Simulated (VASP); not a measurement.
# ZrTa2C2 (P4mm) in VASP: further runs, part 2 of 2

VASP 6.6.1. The steps go on from the part before.

## Step 3: Relaxation of cell and atoms, PBE

INCAR

```
SYSTEM = ZrTa2C2
ALGO = Normal ; EDIFF = 1E-7
EDIFFG = -0.04 ; ENCUT = 600
GGA = PE ; IBRION = 2
ISIF = 3 ; ISMEAR = 0
LASPH = .True. ; LCHARG = .False.
LREAL = .False. ; LWAVE = .False.
NELM = 80 ; NSW = 90
PREC = Accurate ; SIGMA = 0.1
```

KPOINTS

```
k-points
0
Gamma
  4 4 4
  0 0 0
```

POSCAR

```
ZrTa2C2
1.0
    4.0785567600      0.0000000000      0.0000000000
    0.0000000000      4.0785567600      0.0000000000
    0.0000000000      0.0000000000      5.5542444000
Zr Ta C
1 2 2
Direct
    0.0000000000      0.0000000000      0.2309023100
    0.5000000000      0.0000000000      0.8242904800
    0.0000000000      0.5000000000      0.8242904800
    0.0000000000      0.0000000000      0.8383164300
    0.0000000000      0.0000000000      0.6159742600
```

Potentials or basis: VASP PAW PBE potentials, release 64 (Zr_sv, Ta_pv, C).

Launch:

```sh
$ cat potpaw_PBE.64/Zr_sv/POTCAR potpaw_PBE.64/Ta_pv/POTCAR potpaw_PBE.64/C/POTCAR > POTCAR
$ mpirun -np 1 vasp_std > vasp.out
```

OUTCAR:

```text
SYSTEM = ZrTa2C2
   EDIFF = 1E-7
   EDIFFG = -0.04
   ENCUT = 600
   GGA = PE
   IBRION = 2
   ISIF = 3
   ISMEAR = 0
   LASPH = .True.
   LREAL = .False.
   NELM = 80
   NSW = 90
   PREC = Accurate

 ion  position               nearest neighbor table
   1  0.000  0.000  0.231-   5 2.14   4 2.18   2 3.04   3 3.04   3 3.04   2 3.04
   2  0.500  0.000  0.824-   4 2.04   4 2.04   5 2.34   5 2.34   3 2.88   3 2.88   3 2.88   3 2.88
                             1 3.04   1 3.04
   3  0.000  0.500  0.824-   4 2.04   4 2.04   5 2.34   5 2.34   2 2.88   2 2.88   2 2.88   2 2.88
                             1 3.04   1 3.04
   4  0.000  0.000  0.838-   5 1.23   3 2.04   2 2.04   3 2.04   2 2.04   1 2.18
   5  0.000  0.000  0.616-   4 1.23   1 2.14   3 2.34   2 2.34   3 2.34   2 2.34

  LATTYP: Found a simple tetragonal cell.
 ALAT       =     4.0785567600
 C/A-ratio  =     1.3618161342

  Lattice vectors:

 A1 = (   4.0785567600,   0.0000000000,   0.0000000000)
 A2 = (   0.0000000000,   4.0785567600,   0.0000000000)
 A3 = (   0.0000000000,   0.0000000000,   5.5542444000)

Analysis of symmetry for initial positions (statically):
=====================================================================
 Subroutine PRICEL returns:
 Original cell was already a primitive cell.

 Routine SETGRP: Setting up the symmetry group for a
 simple tetragonal supercell.

 Subroutine GETGRP returns: Found  8 space group operations
 (whereof  8 operations were pure point group operations)
 out of a pool of 16 trial point group operations.

[... 272 lines left out ...]
  FREE ENERGIE OF THE ION-ELECTRON SYSTEM (eV)
  ---------------------------------------------------
  free  energy   TOTEN  =       -44.9410325178 eV

  energy  without entropy=      -44.9146102113  energy(sigma->0) =      -44.92782136

 E-fermi :   3.8754     XC(G=0):  -9.8630

 val. band max:        3.8702288812   @ k =   0.2500   0.2500   0.5000
 cond. band min:       3.8856141225   @ k =   0.5000   0.2500   0.2500
 fundamental gap:      0.0153852413
 Fermi energy:         3.8753988437

 k-point     1 :       0.0000    0.0000    0.0000
  band No.  band energies     occupation
      1     -45.7629      2.00000
      2     -31.1523      2.00000
      3     -31.1523      2.00000
      4     -30.9665      2.00000
      5     -30.8527      2.00000
      6     -30.6780      2.00000
[... 493 lines left out ...]
     24       5.4212      0.00000
     25       5.4271      0.00000

[... ionic steps 4 to 17 ...]

--------------------------------------- Ionic step       18  -------------------------------------------

 number of electron      42.0000001 magnetization

------------------------ aborting loop because EDIFF is reached ----------------------------------------
[... 73 lines left out ...]
--------------------------------------- Ionic step       20  -------------------------------------------

 number of electron      42.0000001 magnetization

 Free energy of the ion-electron system (eV)
  ---------------------------------------------------
  ext. energy  EPLUGINS =         0.00000000
  ---------------------------------------------------
  free energy    TOTEN  =       -47.95805759 eV

  energy without entropy =      -47.94449767  energy(sigma->0) =      -47.95127763

 E-fermi :   4.5074     XC(G=0): -10.3184

 val. band max:        4.5071336933   @ k =   0.0000   0.0000   0.5000
 cond. band min:       4.5344585231   @ k =   0.2500   0.0000   0.5000
 fundamental gap:      0.0273248298
 Fermi energy:         4.5073667406

 k-point     1 :       0.0000    0.0000    0.0000
  band No.  band energies     occupation
      1     -44.8681      2.00000
      2     -30.4141      2.00000
      3     -30.4141      2.00000
      4     -30.1618      2.00000
      5     -30.0037      2.00000
      6     -29.7785      2.00000
[... 525 lines left out ...]
  FREE ENERGIE OF THE ION-ELECTRON SYSTEM (eV)
  ---------------------------------------------------
  free  energy   TOTEN  =       -47.9580575924 eV

  energy  without entropy=      -47.9444976689  energy(sigma->0) =      -47.95127763

 reached required accuracy - stopping structural energy minimisation
```

CONTCAR:

```text
ZrTa2C2
   1.00000000000000
     4.1360248482110258   -0.0000000000000000   -0.0000000000000000
    -0.0000000000000000    4.1360248482110258   -0.0000000000000000
    -0.0000000000000000   -0.0000000000000000    5.6625894792795712
  Zr              Ta              C
     1     2     2
Direct
     0.0000000000000000    0.0000000000000000    0.2657371095501874
     0.5000000000000000    0.0000000000000000    0.7680814102268273
     0.0000000000000000    0.5000000000000000    0.7680814102268273
     0.0000000000000000    0.0000000000000000    0.8949360216717389
     0.0000000000000000    0.0000000000000000    0.6369380083244215

  0.00000000E+00  0.00000000E+00  0.00000000E+00
  0.00000000E+00  0.00000000E+00  0.00000000E+00
  0.00000000E+00  0.00000000E+00  0.00000000E+00
  0.00000000E+00  0.00000000E+00  0.00000000E+00
  0.00000000E+00  0.00000000E+00  0.00000000E+00
```

It took 6.1 min on 1 thread of Intel Xeon 6975P-C (Granite Rapids), shared host; peak memory 0.28 GiB.

What came out:

- Free energy: -47.9581 eV
- Relaxed volume: 19.37 Å³/atom
- Relaxed cell: a = 4.136 Å, b = 4.136 Å, c = 5.663 Å, α = 90.00°, β = 90.00°, γ = 90.00°
- Space group after relaxing (to 0.05 Å): P4/mmm (No. 123)
- Energy gained by relaxing: 342.7 meV/atom
- Ionic steps: 20
- Pressure after relaxing: 0.0 GPa
- Largest force after relaxing: 0.036 eV/Å
- Band gap on the k mesh: zero (band 21 reaches 4.53 eV, above the bottom of band 22 at 4.31 eV)

Forces in eV/Å, atoms in the order of the input:
```
Zr   0.000  0.000  0.025
Ta   0.000  0.000 -0.036
Ta   0.000  0.000 -0.036
C    0.000  0.000  0.026
C    0.000  0.000  0.021
```

Stress tensor (GPa, compression positive):
```
-0.06  0.00  0.00
 0.00 -0.06  0.00
 0.00  0.00  0.03
```

The path:
| step | energy change (eV) | largest force (eV/Å) | pressure (GPa) | volume (Å³) |
| --- | --- | --- | --- | --- |
| 1 | 0.0000 | 10.9188 | 18.51 | 92.39 |
| 2 | 3.5664 | 5.1522 | -15.13 | 123.81 |
| 3 | 1.3037 | 5.1570 | -11.13 | 111.80 |
| 4 | 0.1947 | 5.8437 | -7.06 | 105.59 |
| 5 | -0.8027 | 4.7829 | 0.76 | 98.85 |
| 6 | -0.9496 | 2.3356 | 6.86 | 95.59 |
| 7 | -0.9532 | 2.9065 | 5.66 | 96.14 |
| 8 | -1.1003 | 0.6532 | -8.87 | 106.48 |
| 9 | -1.1970 | 1.3810 | -4.00 | 102.30 |
| 10 | -1.3294 | 2.6004 | 0.19 | 99.37 |
| 11 | -1.3310 | 2.3169 | -0.26 | 99.64 |
| 12 | -1.4523 | 1.4819 | 0.94 | 98.06 |
| 13 | -1.5703 | 1.3834 | 5.22 | 94.09 |
| 14 | -1.6606 | 1.0693 | 2.40 | 95.24 |
| 15 | -1.6778 | 1.4077 | 0.80 | 96.01 |
| 16 | -1.7114 | 0.1923 | 0.37 | 96.58 |
| 17 | -1.7117 | 0.1575 | 0.34 | 96.64 |
| 18 | -1.7131 | 0.0710 | -0.06 | 96.89 |
| 19 | -1.7131 | 0.0477 | -0.16 | 96.95 |
| 20 | -1.7133 | 0.0361 | -0.03 | 96.87 |

Final structure:
```
CELL_PARAMETERS angstrom
4.13602 0.00000 0.00000
0.00000 4.13602 0.00000
0.00000 0.00000 5.66259
ATOMIC_POSITIONS crystal
Zr 0.00000 0.00000 0.26574
Ta 0.50000 0.00000 0.76808
Ta 0.00000 0.50000 0.76808
C 0.00000 0.00000 0.89494
C 0.00000 0.00000 0.63694
```

Levels at points of the mesh, in eV from the Fermi level:
| k point | band 19 | band 20 | band 21 | band 22 | band 23 | band 24 |
| --- | --- | --- | --- | --- | --- | --- |
| (0.00, 0.00, 0.00) | -2.73 | -1.82 | -0.84 | 2.10 | 2.10 | 2.15 |
| (0.50, 0.00, 0.00) | -1.33 | -0.46 | -0.33 | 1.06 | 1.41 | 1.62 |
| (0.50, 0.50, 0.00) | -0.68 | -0.51 | -0.51 | -0.18 | -0.18 | 2.26 |
| (0.00, 0.00, 0.50) | -2.71 | -1.86 | 0.00 | 1.46 | 1.64 | 2.13 |
| (0.50, 0.00, 0.50) | -0.58 | -0.52 | -0.32 | 0.41 | 1.30 | 1.48 |
| (0.50, 0.50, 0.50) | -0.62 | -0.62 | -0.20 | -0.20 | 0.89 | 0.98 |

Caveat: the k points lie up to 0.38 Å⁻¹ apart in the final cell; spin-orbit coupling is left out, which moves the levels of the heavy elements.
